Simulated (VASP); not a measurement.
A run of VASP 6.6.1:

INCAR

```
SYSTEM = Si
  ALGO = Normal
  EDIFF = 1E-7
  ENCUT = 520
  GGA = PS
  ISIF = 2
  ISMEAR = 0
  ISYM = 0
  LASPH = .True.
  LCHARG = .False.
  LREAL = .False.
  LWAVE = .False.
  NBANDS = 36
  NELM = 100
  PREC = Accurate
  SIGMA = 0.03
```

The input KPOINTS:

```
k-points
0
Gamma
  9 7 3
  0 0 0
```

POSCAR

```
Si
1.0
    0.0000000000      0.0000000000     -3.8373624245
   -3.3221878745     -3.3221878745     -1.9186812122
   -9.9665636234      9.9665636234     -1.9186812122
Si
12
Direct
    0.8453970973      0.6425391386      0.6666666667
    0.5120637640      0.6425391386      0.3333333333
    0.1787304307      0.6425391386      0.0000000000
    0.4879362360      0.3574608614      0.6666666667
    0.1546029027      0.3574608614      0.3333333333
    0.8212695693      0.3574608614      1.0000000000
    0.2737565231      0.0000000000      0.4524869538
    0.9404231898      0.0000000000      0.1191536205
    0.6070898564      0.0000000000      0.7858202871
    0.0595768102      0.0000000000      0.8808463795
    0.7262434769      0.0000000000      0.5475130462
    0.3929101436      0.0000000000      0.2141797129
```

Potentials or basis: VASP PAW PBE potentials, release 64 (Si).

Command:

```sh
$ cat potpaw_PBE.64/Si/POTCAR > POTCAR
$ mpirun -np 1 vasp_std > vasp.out
```

Hardware: 1 thread of Oxide Virtual Turin-like Processor, on a shared host.

**Question.** How long does it take, and how much memory?

**Answer.** Run time: 25 min on 1 thread of Oxide Virtual Turin-like Processor, with other jobs on the host, peak memory 0.69 GiB. Counts: scf iterations 14, k points 95.
